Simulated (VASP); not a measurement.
Sc5SbSe2:

```
CELL_PARAMETERS angstrom
5.83854 0.00000 0.00000
-2.91927 5.05632 0.00000
0.00000 0.00000 6.90242
ATOMIC_POSITIONS crystal
Sc 0.16128 0.83872 0.00000
Sc 0.16128 0.32256 0.00000
Sc 0.67744 0.83872 0.00000
Sc 0.66667 0.33333 0.15241
Sc 0.66667 0.33333 0.84759
Sb 0.00000 0.00000 0.50000
Se 0.00000 0.00000 0.00000
Se 0.33333 0.66667 0.00000
```

```yaml
Program: VASP 6.6.1
Task: relaxation of cell and atoms
Functional: PBE
Potentials_or_basis: VASP PAW PBE potentials, release 64 (Sc_sv, Sb, Se)
Cutoff: 600 eV
k_mesh: 3 × 3 × 3
Occupations: gaussian, width 0.2 eV
Spin: no spin polarisation
```

At the start: pressure 87.8 GPa; volume 25.47 Å³/atom.

Task: Where does the relaxation end?

Result: Over 21 steps the energy falls by 6359.4 meV/atom and the volume is 43.25 Å³/atom (+69.8 %); space group P-6m2 (No. 187, to 0.05 Å).

Step by step:
| step | energy change (eV) | largest force (eV/Å) | pressure (GPa) | volume (Å³) |
| --- | --- | --- | --- | --- |
| 1 | 0.0000 | 13.2401 | 87.78 | 203.77 |
| 2 | -137.8326 | 3.1681 | 10.76 | 829.09 |
| 3 | -36.5758 | 7.4300 | -0.78 | 692.39 |
| 4 | -36.9358 | 8.0356 | -0.14 | 669.58 |
| 5 | -37.1957 | 8.6682 | 0.44 | 647.98 |
| 6 | -38.9938 | 0.8187 | -6.14 | 712.02 |
| 7 | -40.0567 | 1.9635 | -4.07 | 684.37 |
| 8 | -44.9132 | 2.2542 | -3.31 | 536.73 |
| 9 | -39.7568 | 12.4039 | 32.08 | 223.63 |
| 10 | -45.3019 | 4.8074 | -1.02 | 463.71 |
| 11 | -49.1651 | 4.1519 | 2.80 | 329.22 |
| 12 | -48.3632 | 5.3463 | 10.64 | 273.03 |
| 13 | -49.2141 | 4.5670 | 4.81 | 308.92 |
| 14 | -48.4639 | 5.5631 | 8.60 | 287.26 |
| 15 | -50.0916 | 1.8953 | 5.02 | 299.21 |
| 16 | -50.7596 | 0.6400 | 0.90 | 333.07 |
| 17 | -50.7890 | 0.7265 | -0.05 | 344.50 |
| 18 | -50.7895 | 0.7148 | 0.03 | 343.34 |
| 19 | -50.8494 | 0.3250 | 0.06 | 343.76 |
| 20 | -50.8706 | 0.1000 | 0.17 | 344.19 |
| 21 | -50.8751 | 0.0612 | 0.08 | 346.01 |

Final structure:
```
CELL_PARAMETERS angstrom
8.45535 0.00000 0.00000
-4.22768 7.32255 0.00000
0.00000 0.00000 5.58847
ATOMIC_POSITIONS crystal
Sc 0.16631 0.83369 0.00000
Sc 0.16631 0.33261 0.00000
Sc 0.66739 0.83369 0.00000
Sc 0.66667 0.33333 0.22914
Sc 0.66667 0.33333 0.77086
Sb 0.00000 0.00000 0.50000
Se 0.00000 0.00000 0.00000
Se 0.33333 0.66667 0.00000
```

Caveat: the k points lie up to 0.37 Å⁻¹ apart in the final cell; the volume moved by over 15 % at a fixed basis, so the end points are rough; the relaxation stopped at a loose force limit of 0.08 eV/Å, so its end isn't a converged minimum.
